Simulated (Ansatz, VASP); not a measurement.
## Si9N8O6: VASP beside Ansatz

```xyz
23
Lattice="6.8265 -0.0950 -0.3226 -0.0870 6.8824 -0.5107 -0.3184 -0.5234 6.1812" Properties=species:S:1:pos:R:3 pbc="T T T"
Si    4.8708    2.3085    3.7739
Si    1.1619    2.9978    4.0282
Si    0.1640    0.2368    3.9865
Si    3.6927    3.7766    5.2813
Si    1.7017    3.1490    1.0215
Si    3.2280    4.9335    2.8165
Si    2.9459    1.0983    2.6885
Si    5.9890    4.1220    1.7709
Si    5.8239    6.3800    0.4796
N     0.6402    6.0576    4.8607
N     1.9850    3.3050    5.6577
N     5.1436    4.8541    0.2365
N     6.3396    3.2336    3.3359
N     1.4816    1.2852    3.6938
N     1.9231    3.8592    2.6701
N     6.5079    5.8459    2.0129
N     0.5797    6.3271   -0.2586
O     0.0596    3.1934    1.0257
O     3.1147    6.3403    2.0021
O     2.4380    1.6651    1.1883
O     3.5131    5.2016    4.3913
O     5.7134    0.9041    4.3358
O     4.3630    3.8658    2.2597
```

Alike in both runs: functional PBE; k mesh 3 × 3 × 3; occupations gaussian, width 0.1 eV; no spin polarisation.

Ansatz relaxed the structure, and its values are those at the end. VASP's run is a single point on that final structure, the one shown.

|  | VASP | Ansatz |
| --- | --- | --- |
| version | VASP 6.6.1 | Ansatz 0.2.0 |
| potentials or method | VASP PAW PBE potentials, release 64 (Si, N, O), cutoff 520 eV | scalar-relativistic, plane waves, PAW |
| valence electrons in the cell | 112 | 112 |

Ansatz gave:

| Property | Result |
| --- | --- |
| gap on the k mesh at the Fermi level (eV) | 0.91 |
| least direct gap on the mesh (eV) | 1.06 |
| rms of the force components (eV/Å) | 0.004 |

Problem. Which values does VASP return?

Solution. gap on the k mesh at the Fermi level (eV): 0.91; least direct gap on the mesh (eV): 1.06; rms of the force components (eV/Å): 0.130.

One of these differences is far larger than is usual between the two programs; its cause wasn't traced. With one functional, cell and mesh, what is left measures potentials, basis and numerics.

Noted on VASP's run: the standard files for N, O and F lose accuracy on very short bonds.
